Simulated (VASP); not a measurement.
# O (P6_3/mmc) in VASP: single point with PBE

Aim: the single point of O with PBE.

Program: VASP 6.6.1. These are calculated values, not measurements. Logs are shortened: lines on timing, memory, paths and dates and some standing lists are left out, and cuts for length are marked.

## Step 1: The cell of the first run

Symmetry: P6_3/mmc, No. 194, hexagonal system. The conventional cell has a = 2.532 Å, b = 2.532 Å, c = 2.573 Å, α = 90.00°, β = 90.00°, γ = 120.00°. Within 2.6 Å of O (site symmetry -6m2) lie 14 O at 1.95 to 2.57 Å.

## Step 2: Single point, PBE

File INCAR:

```
PREC     = Accurate       # precision mode
ENCUT    = 520            # plane-wave cutoff, eV
EDIFF    = 1E-6           # SCF threshold, eV
ISMEAR   = -1             # smearing method
SIGMA    = 0.05           # smearing width, eV
LREAL    = False          # projectors in reciprocal space
LASPH    = True           # aspherical terms in the spheres
NELM     = 60             # most SCF steps
ALGO     = Normal         # electronic algorithm
ISIF     = 2              # what is computed and relaxed
LWAVE    = False          # write WAVECAR
LCHARG   = True           # write CHGCAR
GGA      = PE             # functional
LELF     = True           # ELF
LVHAR    = True         
NBANDS   = 13             # bands
```

File KPOINTS:

```
Automatic mesh
0
Gamma
  18 18 10
```

File POSCAR:

```
O
1.0
    2.5318701934      0.0000000000      0.0000000000
   -1.2659350967      2.1926639066      0.0000000000
    0.0000000000      0.0000000000      2.5730603424
O
2
Direct
    0.3333333333      0.6666666667      0.2500000000
    0.6666666667      0.3333333333      0.7500000000
```

Potentials or basis: VASP PAW PBE potentials, release 64 (O).

Command:

```console
$ cat potpaw_PBE.64/O/POTCAR > POTCAR
$ mpirun -np 1 vasp_std > vasp.out
```

OUTCAR:

```text
PREC = Accurate
   ENCUT = 520
   EDIFF = 1E-6
   ISMEAR = -1
   LREAL = False
   LASPH = True
   NELM = 60
   ISIF = 2
   GGA = PE

 ion  position               nearest neighbor table
   1  0.333  0.667  0.250-   2 1.95   2 1.95   2 1.95   2 1.95   2 1.95   2 1.95
   2  0.667  0.333  0.750-   1 1.95   1 1.95   1 1.95   1 1.95   1 1.95   1 1.95

  LATTYP: Found a hexagonal cell.
 ALAT       =     2.5318701934
 C/A-ratio  =     1.0162686654

  Lattice vectors:

 A1 = (   2.5318701934,   0.0000000000,   0.0000000000)
 A2 = (  -1.2659350967,   2.1926639066,   0.0000000000)
 A3 = (   0.0000000000,   0.0000000000,   2.5730603424)

Analysis of symmetry for initial positions (statically):
=====================================================================
 Subroutine PRICEL returns:
 Original cell was already a primitive cell.

 Routine SETGRP: Setting up the symmetry group for a
 hexagonal supercell.

 Subroutine GETGRP returns: Found 24 space group operations
 (whereof 12 operations were pure point group operations)
 out of a pool of 24 trial point group operations.

The static configuration has the point symmetry D_3d.
 The point group associated with its full space group is D_6h.

Analysis of symmetry for dynamics (positions and initial velocities):
=====================================================================
 Subroutine PRICEL returns:
 Original cell was already a primitive cell.

 Routine SETGRP: Setting up the symmetry group for a
 hexagonal supercell.

 Subroutine GETGRP returns: Found 24 space group operations
 (whereof 12 operations were pure point group operations)
 out of a pool of 24 trial point group operations.

The dynamic configuration has the point symmetry D_3d.
 The point group associated with its full space group is D_6h.

 Subroutine INISYM returns: Found 24 space group operations
 (whereof 12 operations are pure point group operations),
 and found     1 'primitive' translations

----------------------------------------------------------------------------------------

                                     Primitive cell

  volume of cell :      14.2844

  direct lattice vectors                    reciprocal lattice vectors
     2.531870193  0.000000000  0.000000000     0.394964956  0.228033124  0.000000000
    -1.265935097  2.192663907  0.000000000     0.000000000  0.456066248  0.000000000
     0.000000000  0.000000000  2.573060342     0.000000000  0.000000000  0.388642265

  length of vectors
     2.531870193  2.531870193  2.573060342     0.456066248  0.456066248  0.388642265

[... 85 lines left out ...]
   NFREE  =      0    steps in history (QN), initial steepest desc. (CG)
   ISIF   =      2    stress and relaxation
   ISYM   =      2    0-nonsym 1-usesym 2-fastsym
   POTIM  = 0.5000    time-step for ionic-motion
   TEBEG  =    0.0;   TEEND  =   0.0 temperature during run
   PSTRESS=    0.0 pullay stress
   NELECT =      12.0000    total number of electrons
   NUPDOWN=      -1.0000    fix difference up-down
   EMIN   =  10.00;   EMAX   =-10.00  energy-range for DOS
   EFERMI =   0.00;   METHOD = LEGACY
   ISMEAR =    -1;   SIGMA  =   0.05  broadening in eV -4-tet -1-fermi 0-gaus
   EFERMI_NEDOS =   21; number of points for ismear=-14 and -15
   IALGO  =     38    algorithm
   IMIX   =      4    mixing-type and parameters
     AMIX     =   0.40;   BMIX     =  1.00
     AMIX_MAG =   1.60;   BMIX_MAG =  1.00
  volume/ion in A,a.u.               =       7.14        48.20
  Fermi-wavevector in a.u.,A,eV,Ry     =   1.544712  2.919082 32.465325  2.386134
  Thomas-Fermi vector in A             =   2.650194
   LORBIT       =      0    0 simple, 1 ext, 2 COOP (PROOUT), +10 PAW based schemes
   GGA     = PE    functional components
   LHFCALC =     F    Hartree Fock is set to
   AEXX    =    0.0000 exact exchange contribution
   IVDW    =     0    specifies the selected vdW correction
   LEPSILON=     F    determine dielectric tensor
   LRPA    =     F    only Hartree local field effects (RPA)
 non-spin polarized calculation
  energy-cutoff  :      520.00
  volume of cell :       14.28
 maximum number of plane-waves:       399
 NGX is ok and might be reduce to    20
   NGX =  9   NGY =  9   NGZ =  9

 number of electron      11.9999999 magnetization

 Free energy of the ion-electron system (eV)
  ---------------------------------------------------
  ext. energy  EPLUGINS =         0.00000000
  ---------------------------------------------------
  free energy    TOTEN  =        -5.65437677 eV

  energy without entropy =       -5.64691763  energy(sigma->0) =       -5.65064720

 E-fermi :   3.9691     XC(G=0): -12.5431

 val. band max:        3.9533660888   @ k =   0.1667  -0.0000   0.1000
 cond. band min:       3.9860323444   @ k =   0.2222   0.0000   0.0000
 fundamental gap:      0.0326662556
 Fermi energy:         3.9690982363

 k-point     1 :       0.0000    0.0000    0.0000
  band No.  band energies     occupation
      1     -19.3947      2.00000
      2      -9.3208      2.00000
      3      -1.6867      2.00000
      4       1.0044      2.00000
      5       1.0044      2.00000
      6       4.6894      0.00000
      7       4.6894      0.00000
      8       6.6446      0.00000
      9      20.5363      0.00000
     10      21.0732      0.00000
     11      30.8915      0.00000
     12      30.8916      0.00000
     13      37.2650      0.00000
[... 354 lines left out ...]
  band No.  band energies     occupation
      1     -15.9927      2.00000
      2     -12.9873      2.00000
      3      -2.2786      2.00000
      4       0.2866      2.00000
      5       0.9594      2.00000
      6       3.3354      1.99999
      7       3.5731      1.99927
      8       5.6969      0.00000
      9      20.1521      0.00000
     10      26.7536      0.00000
     11      28.9052      0.00000
     12      29.9827      0.00000
     13      36.6232      0.00000

 [... further k-points ...]
[... 5 lines left out ...]
  --------------------------------------------------------------------------------------
  -------------------------------------------------------------------------------------
  Total        2.2860831      2.2860831      2.2931412      0.0000000     -0.0000000      0.0000000
  in kB      256.4124545    256.4124545    257.2041155      0.0000000     -0.0000000      0.0000000
  external PRESSURE =     256.6763415 kB  Pullay stress =       0.0000000 kB

 VOLUME and BASIS-vectors are now :
 -----------------------------------------------------------------------------
  energy-cutoff  :      520.00
  volume of cell :       14.28
      direct lattice vectors                 reciprocal lattice vectors
     2.531870193  0.000000000  0.000000000     0.394964956  0.228033124  0.000000000
    -1.265935097  2.192663907  0.000000000     0.000000000  0.456066248  0.000000000
     0.000000000  0.000000000  2.573060342     0.000000000  0.000000000  0.388642265

 POSITION                                       TOTAL-FORCE (eV/Angst)
 -----------------------------------------------------------------------------------
     -0.00000      1.46178      0.64327         0.000000     -0.000000      0.000000
      1.26594      0.73089      1.92980        -0.000000      0.000000      0.000000
 -----------------------------------------------------------------------------------
    total drift:                               -0.000000      0.000000     -0.000000

  FREE ENERGIE OF THE ION-ELECTRON SYSTEM (eV)
  ---------------------------------------------------
  free  energy   TOTEN  =        -5.6543767733 eV

  energy  without entropy=       -5.6469176285  energy(sigma->0) =       -5.65064720
```

stdout:

```text
POSCAR found type information on POSCAR O
 POSCAR found :  1 types and       2 ions
 scaLAPACK will be used
 LDA part: xc-table for (Slater+PW92), standard interpolation
 POSCAR, INCAR and KPOINTS ok, starting setup
 FFT: planning ... GRIDC
 FFT: planning ... GRID_SOFT
 FFT: planning ... GRID
 WAVECAR not read
 entering main loop
```

Run time: 14 s. Hardware: 1 thread of AMD EPYC 9R45 (Zen 5), shared host; peak memory 0.11 GiB.

Results:

```yaml
Free_energy: -5.6544 eV
Pressure: 25.7 GPa
Band_gap_on_the_k_mesh: zero (bands 6 and 7 overlap by 2.40 eV)
```

Caveat: the cell stands under pressure.
